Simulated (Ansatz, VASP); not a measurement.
TiPt3 in VASP and in Ansatz

```
Ti Pt
1.0
     3.82600    0.00000    0.00000
     0.00000    3.82600    0.00000
     0.00000    0.00000    3.82600
Ti Pt
1 3
Direct
  0.00000 0.00000 0.00000
  0.00000 0.50000 0.50000
  0.50000 0.00000 0.50000
  0.50000 0.50000 0.00000
```

Alike in both runs: task single point; functional PBE; k mesh 10 × 10 × 10; occupations gaussian, width 0.1 eV; no spin polarisation.

```csv
,VASP,Ansatz
version,VASP 6.6.1,Ansatz 0.2.0
potentials or method,"VASP PAW PBE potentials, release 64 (Ti_sv, Pt), cutoff 520 eV","scalar-relativistic, plane waves, PAW"
valence electrons in the cell,42,66
```

Ansatz gave:

```
gap on the k mesh at the Fermi level (eV) : none
pressure (GPa)                            : 28.1
```

Estimate VASP's values.

gap on the k mesh at the Fermi level (eV): none; pressure (GPa): 27.7.

A gap of «none» marks a metal or a gap that the smearing closes. VASP's potentials hold 42 valence electrons a cell and Ansatz's 66, so a difference there can come from the potentials and not from the codes.

Neither program's run includes spin-orbit coupling.
